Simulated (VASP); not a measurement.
# Os (P6_3/mmc) in VASP: further runs, part 2 of 2

VASP 6.6.1.

## 5. Single point, PBEsol (volume scaled by 1.04)

Input file INCAR:

```
PREC     = Accurate       # precision mode
ENCUT    = 520            # plane-wave cutoff, eV
EDIFF    = 1E-7           # SCF threshold, eV
ISMEAR   = -1             # smearing method
SIGMA    = 0.08           # smearing width, eV
LREAL    = False          # projectors in reciprocal space
LASPH    = True           # aspherical terms in the spheres
NELM     = 60             # most SCF steps
ALGO     = Normal         # electronic algorithm
ISIF     = 2              # what is computed and relaxed
LWAVE    = False          # write WAVECAR
LCHARG   = False          # write CHGCAR
GGA      = PS             # functional
NBANDS   = 15             # bands
```

Input file KPOINTS:

```
Automatic mesh
0
Gamma
  17 17 10
```

Input file POSCAR:

```
Os
1.0
    2.7700791012      0.0000000000      0.0000000000
   -1.3850395506      2.3989588721      0.0000000000
    0.0000000000      0.0000000000      4.3765446767
Os
2
Direct
    0.3333333333      0.6666666667      0.2500000000
    0.6666666667      0.3333333333      0.7500000000
```

Potentials or basis: VASP PAW PBE potentials, release 64 (Os).

Command:

```
> cat potpaw_PBE.64/Os/POTCAR > POTCAR
> mpirun -np 1 vasp_std > vasp.out
```

OUTCAR:

```text
PREC = Accurate
   ENCUT = 520
   EDIFF = 1E-7
   ISMEAR = -1
   LREAL = False
   LASPH = True
   NELM = 60
   ISIF = 2
   GGA = PS

 ion  position               nearest neighbor table
   1  0.333  0.667  0.250-   2 2.71   2 2.71   2 2.71   2 2.71   2 2.71   2 2.71
   2  0.667  0.333  0.750-   1 2.71   1 2.71   1 2.71   1 2.71   1 2.71   1 2.71

  LATTYP: Found a hexagonal cell.
 ALAT       =     2.7700791012
 C/A-ratio  =     1.5799349105

  Lattice vectors:

[... 619 lines left out ...]
 [... further k-points ...]

------------------------ aborting loop because EDIFF is reached ----------------------------------------

  FORCE on cell =-STRESS in cart. coord.  units (eV):
  Direction    XX          YY          ZZ          XY          YZ          ZX
  --------------------------------------------------------------------------------------
  -------------------------------------------------------------------------------------
  Total       -3.1057522     -3.1057522     -3.4141214     -0.0000000     -0.0000000      0.0000000
  in kB     -171.0925259   -171.0925259   -188.0802557     -0.0000000     -0.0000000      0.0000000
  external PRESSURE =    -176.7551025 kB  Pullay stress =       0.0000000 kB

 VOLUME and BASIS-vectors are now :
 -----------------------------------------------------------------------------
  energy-cutoff  :      520.00
  volume of cell :       29.08
      direct lattice vectors                 reciprocal lattice vectors
     2.770079101  0.000000000  0.000000000     0.361000521  0.208423748  0.000000000
    -1.385039551  2.398958872  0.000000000     0.000000000  0.416847496  0.000000000
     0.000000000  0.000000000  4.376544677     0.000000000  0.000000000  0.228490756

 POSITION                                       TOTAL-FORCE (eV/Angst)
 -----------------------------------------------------------------------------------
     -0.00000      1.59931      1.09414         0.000000     -0.000000      0.000000
      1.38504      0.79965      3.28241        -0.000000      0.000000      0.000000
 -----------------------------------------------------------------------------------
    total drift:                               -0.000000      0.000000     -0.000000

  FREE ENERGIE OF THE ION-ELECTRON SYSTEM (eV)
  ---------------------------------------------------
  free  energy   TOTEN  =       -24.4249863894 eV

  energy  without entropy=      -24.3964099087  energy(sigma->0) =      -24.41069815
```

stdout:

```text
POSCAR found type information on POSCAR Os
 POSCAR found :  1 types and       2 ions
 scaLAPACK will be used
 -----------------------------------------------------------------------------
|                                                                             |
|                                                                             |
|     You enforced a specific xc type in the INCAR file but a different       |
|     I HOPE YOU KNOW WHAT YOU ARE DOING!                                     |
|                                                                             |
 -----------------------------------------------------------------------------

 LDA part: xc-table for (Slater+PW92), standard interpolation
 POSCAR, INCAR and KPOINTS ok, starting setup
 FFT: planning ... GRIDC
 FFT: planning ... GRID_SOFT
 FFT: planning ... GRID
 WAVECAR not read
 entering main loop
```

Wall time 40 s (1 thread of Intel Xeon 6975P-C (Granite Rapids), shared host); peak memory 0.21 GiB.

Results:

| Item | Value |
| --- | --- |
| Free energy | -24.4250 eV |
| Pressure | -17.7 GPa |
| Band gap on the k mesh | zero (band 8 reaches 10.65 eV, above the bottom of band 9 at 6.97 eV) |

Caveat: the PAW data sets were made with another functional, which shifts forces and pressure a little; spin-orbit coupling is left out, which moves the levels of the heavy elements.

## 6. Single point, PBEsol (volume scaled by 1.06)

Input file INCAR:

```
  PREC = Accurate
  ENCUT = 520
  EDIFF = 1E-6
  ISMEAR = -1
  SIGMA = 0.08
  LREAL = False
  LASPH = True
  NELM = 100
  ALGO = Normal
  ISIF = 2
  LWAVE = False
  LCHARG = False
  GGA = PS
  NBANDS = 15
```

Input file KPOINTS:

```
regular mesh
0
Gamma
  17 17 10
```

Input file POSCAR:

```
Os
1.0
    2.7877233928      0.0000000000      0.0000000000
   -1.3938616964      2.4142392769      0.0000000000
    0.0000000000      0.0000000000      4.4044215090
Os
2
Direct
    0.3333333333      0.6666666667      0.2500000000
    0.6666666667      0.3333333333      0.7500000000
```

Potentials or basis: VASP PAW PBE potentials, release 64 (Os).

Command:

```
> cat potpaw_PBE.64/Os/POTCAR > POTCAR
> mpirun -np 1 vasp_std > vasp.out
```

OUTCAR:

```text
PREC = Accurate
   ENCUT = 520
   EDIFF = 1E-6
   ISMEAR = -1
   LREAL = False
   LASPH = True
   NELM = 100
   ISIF = 2
   GGA = PS

 ion  position               nearest neighbor table
   1  0.333  0.667  0.250-   2 2.73   2 2.73   2 2.73   2 2.73   2 2.73   2 2.73
   2  0.667  0.333  0.750-   1 2.73   1 2.73   1 2.73   1 2.73   1 2.73   1 2.73

  LATTYP: Found a hexagonal cell.
 ALAT       =     2.7877233928
 C/A-ratio  =     1.5799349105

  Lattice vectors:

 A1 = (   2.7877233928,   0.0000000000,   0.0000000000)
[... 612 lines left out ...]
     11      10.5185      0.00000
     12      16.3754      0.00000
     13      17.0799      0.00000
     14      20.5824      0.00000
     15      21.1480      0.00000

 [... further k-points ...]
[... 5 lines left out ...]
  --------------------------------------------------------------------------------------
  -------------------------------------------------------------------------------------
  Total       -4.3231412     -4.3231412     -4.7152373      0.0000000      0.0000000      0.0000000
  in kB     -233.6636393   -233.6636393   -254.8562378      0.0000000      0.0000000      0.0000000
  external PRESSURE =    -240.7278388 kB  Pullay stress =       0.0000000 kB

 VOLUME and BASIS-vectors are now :
 -----------------------------------------------------------------------------
  energy-cutoff  :      520.00
  volume of cell :       29.64
      direct lattice vectors                 reciprocal lattice vectors
     2.787723393  0.000000000  0.000000000     0.358715647  0.207104575  0.000000000
    -1.393861696  2.414239277  0.000000000     0.000000000  0.414209151  0.000000000
     0.000000000  0.000000000  4.404421509     0.000000000  0.000000000  0.227044573

 POSITION                                       TOTAL-FORCE (eV/Angst)
 -----------------------------------------------------------------------------------
     -0.00000      1.60949      1.10111        -0.000000      0.000000      0.000000
      1.39386      0.80475      3.30332         0.000000     -0.000000      0.000000
 -----------------------------------------------------------------------------------
    total drift:                               -0.000000      0.000000     -0.000000

  FREE ENERGIE OF THE ION-ELECTRON SYSTEM (eV)
  ---------------------------------------------------
  free  energy   TOTEN  =       -24.3523539017 eV

  energy  without entropy=      -24.3228957531  energy(sigma->0) =      -24.33762483
```

Run time: 35 s. Hardware: 1 thread of Intel Xeon 6975P-C (Granite Rapids), shared host; peak memory 0.2 GiB.

Results:

- Free energy: -24.3524 eV
- Pressure: -24.1 GPa
- Band gap on the k mesh: zero (band 8 reaches 10.31 eV, above the bottom of band 9 at 6.74 eV)

Caveat: the PAW data sets were made with another functional, which shifts forces and pressure a little; spin-orbit coupling is left out, which moves the levels of the heavy elements.

## 7. Overview

```csv
cell,gap on the mesh (eV),pressure (GPa)
"a = 2.734, b = 2.734, c = 4.363 Å, angles 90.0, 90.0, 120.0°, 2 atoms",none,-6.6
"a = 2.734, b = 2.734, c = 4.406 Å, angles 90.0, 90.0, 120.0°, 2 atoms",none,-10.6
"a = 2.752, b = 2.752, c = 4.348 Å, angles 90.0, 90.0, 120.0°, 2 atoms",none,-10.5
"a = 2.770, b = 2.770, c = 4.377 Å, angles 90.0, 90.0, 120.0°, 2 atoms",none,-17.7
"a = 2.788, b = 2.788, c = 4.404 Å, angles 90.0, 90.0, 120.0°, 2 atoms",none,-24.1
```

Alike in all rows: task single point; level PBEsol; potentials or basis VASP PAW PBE potentials, release 64 (Os); no spin polarisation; k mesh 17 × 17 × 10; cutoff (eV) 520; smearing fermi-dirac 0.08 eV.

Caveats: the PAW data sets were made with another functional, which shifts forces and pressure a little; spin-orbit coupling is left out, which moves the levels of the heavy elements.

Absolute energies hang on the potentials; compare differences alone.
